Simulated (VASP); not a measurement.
A run of VASP 6.6.1:

Contents of INCAR:

```
SYSTEM = Al
ALGO = Fast
EDIFF = 1E-7
ENCUT = 520
GGA = PE
ISIF = 2
ISMEAR = 0
IVDW = 12
LASPH = .TRUE.
LCHARG = .FALSE.
LREAL = .FALSE.
LWAVE = .FALSE.
NBANDS = 14
NELM = 100
PREC = Accurate
SIGMA = 0.15
```

KPOINTS

```
k-points
0
G
  18 18 6
  0 0 0
```

File POSCAR:

```
Al
1.0
    2.7979386269      0.0000000000      0.0000000000
   -1.3989693134      2.4230859291      0.0000000000
    0.0000000000      0.0000000000      8.7550297574
Al
4
Direct
    0.0000000000      0.0000000000      0.0000000000
    0.3333333333      0.6666666667      0.2500000000
    0.0000000000      0.0000000000      0.5000000000
    0.6666666667      0.3333333333      0.7500000000
```

Potentials or basis: VASP PAW PBE potentials, release 64 (Al).

Launch:

```bash
$ cat potpaw_PBE.64/Al/POTCAR > POTCAR
$ mpirun -np 1 vasp_std > vasp.out
```

Hardware: 1 thread of Intel(R) Xeon(R) 6975P-C (Granite Rapids), on a shared host.

How long does it take, and how much memory?

It took 45 s on 1 thread of Intel(R) Xeon(R) 6975P-C (Granite Rapids), with other jobs on the host, peak memory 0.24 GiB. Counts: scf iterations 13, k points 148.
